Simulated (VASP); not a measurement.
# AlGa2P3 (Cmmm) in VASP: notebook, part 2 of 2

VASP 6.6.1. The steps go on from the part before.

## (3) Single point, r2SCAN+rVV10

The input, POSCAR:

```
AlGa2P3
1.0
    2.3210801628     -5.1615832149      0.0000000000
    2.3210801628      5.1615832149      0.0000000000
    0.0000000000      0.0000000000      4.7855605444
Al Ga P
1 2 3
Direct
    0.5000000000      0.5000000000      0.0000000000
    0.0000000000      0.5000000000      0.5000000000
    0.5000000000      0.0000000000      0.5000000000
    0.1095739411      0.8904260589      0.0000000000
    0.8904260589      0.1095739411      0.0000000000
    0.0000000000      0.0000000000      0.5000000000
```

The input, INCAR.step1:

```
ALGO = Normal
EDIFF = 1E-4
ENCUT = 520
GGA = PE
ISMEAR = -1
LASPH = True
LCHARG = False
LREAL = False
LWAVE = True
NBANDS = 31
NELM = 60
PREC = Accurate
SIGMA = 0.03
```

The input, INCAR.step2:

```
ALGO = Normal
BPARAM = 11.95
CPARAM = 0.0093
EDIFF = 1E-6
ENCUT = 520
ISIF = 2
ISMEAR = -1
ISTART = 1
IVDW_NL = 2
LASPH = True
LCHARG = False
LMIXTAU = True
LREAL = False
LUSE_VDW = True
LWAVE = False
METAGGA = R2SCAN
NBANDS = 31
NELM = 60
PREC = Accurate
SIGMA = 0.03
```

The input, KPOINTS:

```
k-points
0
Gamma
  8 8 6
```

Potentials or basis: VASP PAW PBE potentials, release 64 (Al, Ga_d, P).

The run is started by

```
> cat potpaw_PBE.64/Al/POTCAR potpaw_PBE.64/Ga_d/POTCAR potpaw_PBE.64/P/POTCAR > POTCAR
> cp INCAR.step1 INCAR
> mpirun -np 1 vasp_std > vasp.out
> cp INCAR.step2 INCAR
> mpirun -np 1 vasp_std > vasp.out
```

OUTCAR:

```text
BPARAM = 11.95
   EDIFF = 1E-6
   ENCUT = 520
   ISIF = 2
   ISMEAR = -1
   ISTART = 1
   IVDW_NL = 2
   LASPH = True
   LREAL = False
   METAGGA = R2SCAN
   NELM = 60
   PREC = Accurate

 ion  position               nearest neighbor table
   1  0.500  0.500  0.000-   4 2.58   5 2.58   4 2.58   5 2.58
   2  0.000  0.500  0.500-   3 2.32   3 2.32   6 2.83   6 2.83
   3  0.500  0.000  0.500-   2 2.32   2 2.32   6 2.83   6 2.83
   4  0.110  0.890  0.000-   5 2.26   1 2.58   1 2.58   6 2.65   6 2.65
   5  0.890  0.110  0.000-   4 2.26   1 2.58   1 2.58   6 2.65   6 2.65
   6  0.000  0.000  0.500-   4 2.65   5 2.65   4 2.65   5 2.65   2 2.83   3 2.83   2 2.83   3 2.83

  LATTYP: Found a base centered orthorhombic cell.
 ALAT       =     4.6421603256
 B/A-ratio  =     2.2237849850
 C/A-ratio  =     1.0308908372

  Lattice vectors:

 A1 = (   2.3210801628,  -5.1615832149,   0.0000000000)
 A2 = (   2.3210801628,   5.1615832149,   0.0000000000)
 A3 = (   0.0000000000,   0.0000000000,   4.7855605444)

Analysis of symmetry for initial positions (statically):
=====================================================================
 Subroutine PRICEL returns:
[... 184 lines left out ...]
 fundamental gap:      0.0288120445
 Fermi energy:         5.9054902761

 k-point     1 :       0.0000    0.0000    0.0000
  band No.  band energies     occupation
      1     -10.3545      2.00000
      2      -9.9670      2.00000
      3      -9.9389      2.00000
      4      -9.7273      2.00000
      5      -9.7119      2.00000
      6      -9.6253      2.00000
[... 805 lines left out ...]
     30      11.5643      0.00000
     31      11.9680      0.00000

 [... further k-points ...]

------------------------ aborting loop because EDIFF is reached ----------------------------------------

  FORCE on cell =-STRESS in cart. coord.  units (eV):
  Direction    XX          YY          ZZ          XY          YZ          ZX
  --------------------------------------------------------------------------------------
  -------------------------------------------------------------------------------------
  Total        0.6658543     -0.6235849     -0.1768715     -0.0000000      0.0000000      0.0000000
  in kB        9.3036612     -8.7130513     -2.4713410     -0.0000000      0.0000000      0.0000000
  external PRESSURE =      -0.6269104 kB  Pullay stress =       0.0000000 kB

 VOLUME and BASIS-vectors are now :
 -----------------------------------------------------------------------------
  energy-cutoff  :      520.00
  volume of cell :      114.67
      direct lattice vectors                 reciprocal lattice vectors
     2.321080163 -5.161583215  0.000000000     0.215416946 -0.096869503  0.000000000
     2.321080163  5.161583215  0.000000000     0.215416946  0.096869503  0.000000000
     0.000000000  0.000000000  4.785560544     0.000000000  0.000000000  0.208961937

 POSITION                                       TOTAL-FORCE (eV/Angst)
 -----------------------------------------------------------------------------------
      2.32108      0.00000      0.00000         0.000000      0.000000      0.000000
      1.16054      2.58079      2.39278         0.000000      0.000000      0.000000
      1.16054     -2.58079      2.39278        -0.000000     -0.000000      0.000000
      2.32108      4.03043      0.00000         0.000000      0.051130     -0.000000
      2.32108     -4.03043      0.00000         0.000000     -0.051130      0.000000
      0.00000      0.00000      2.39278         0.000000      0.000000      0.000000
 -----------------------------------------------------------------------------------
    total drift:                                0.000000     -0.000000      0.000000

  FREE ENERGIE OF THE ION-ELECTRON SYSTEM (eV)
  ---------------------------------------------------
  free  energy   TOTEN  =       -52.6546005758 eV

  energy  without entropy=      -52.6473578347  energy(sigma->0) =      -52.65097921
```

OUTCAR.step1:

```text
EDIFF = 1E-4
   ENCUT = 520
   GGA = PE
   ISMEAR = -1
   LASPH = True
   LREAL = False
[... 1052 lines left out ...]
      2.32108      4.03043      0.00000         0.000000     -0.177535      0.000000
      2.32108     -4.03043      0.00000         0.000000      0.177535     -0.000000
      0.00000      0.00000      2.39278         0.000000      0.000000     -0.000000
 -----------------------------------------------------------------------------------
    total drift:                                0.000000     -0.000000      0.000000

  FREE ENERGIE OF THE ION-ELECTRON SYSTEM (eV)
  ---------------------------------------------------
  free  energy   TOTEN  =       -23.4202141285 eV

  energy  without entropy=      -23.4111254287  energy(sigma->0) =      -23.41566978
```

OSZICAR.step1:

```text
N       E                     dE             d eps       ncg     rms          rms(c)
DAV:   1     0.310550552829E+03    0.31055E+03   -0.19748E+04  5509   0.187E+03
DAV:   2     0.172228141267E+02   -0.29333E+03   -0.28034E+03  5611   0.481E+02
DAV:   3    -0.220674052090E+02   -0.39290E+02   -0.37872E+02  6269   0.124E+02
DAV:   4    -0.238241952356E+02   -0.17568E+01   -0.17423E+01  6649   0.271E+01
DAV:   5    -0.238715194020E+02   -0.47324E-01   -0.47288E-01  6777   0.425E+00    0.773E+00
DAV:   6    -0.234798304327E+02    0.39169E+00   -0.83724E-01  6857   0.889E+00    0.441E+00
DAV:   7    -0.234288450934E+02    0.50985E-01   -0.20277E-01  6331   0.232E+00    0.183E+00
DAV:   8    -0.234204772462E+02    0.83678E-02   -0.33038E-02  7233   0.110E+00    0.339E-01
DAV:   9    -0.234201987355E+02    0.27851E-03   -0.41209E-03  6452   0.374E-01    0.132E-01
DAV:  10    -0.234202141285E+02   -0.15393E-04   -0.47361E-04  5727   0.138E-01
   1 F= -.23420214E+02 E0= -.23415670E+02  d E =-.908870E-02
```

Wall time 34 min (1 thread of Intel Xeon 8259CL, shared host); peak memory 0.67 GiB.

Results:

```yaml
Free_energy: -52.6546 eV
Pressure: -0.1 GPa
Largest_force: 0.051 eV/Å
Band_gap_on_the_k_mesh: zero (bands 22 and 23 overlap by 2.50 eV)
```

Forces on the atoms (eV/Å):
```
Al   0.000  0.000  0.000
Ga   0.000  0.000  0.000
Ga   0.000  0.000  0.000
P    0.000  0.051  0.000
P    0.000 -0.051  0.000
P    0.000  0.000  0.000
```

Caveat: the PAW data sets were made with another functional, which shifts forces and pressure a little.

The gap in the log of VASP goes by the Fermi energy; the results here count the filled bands.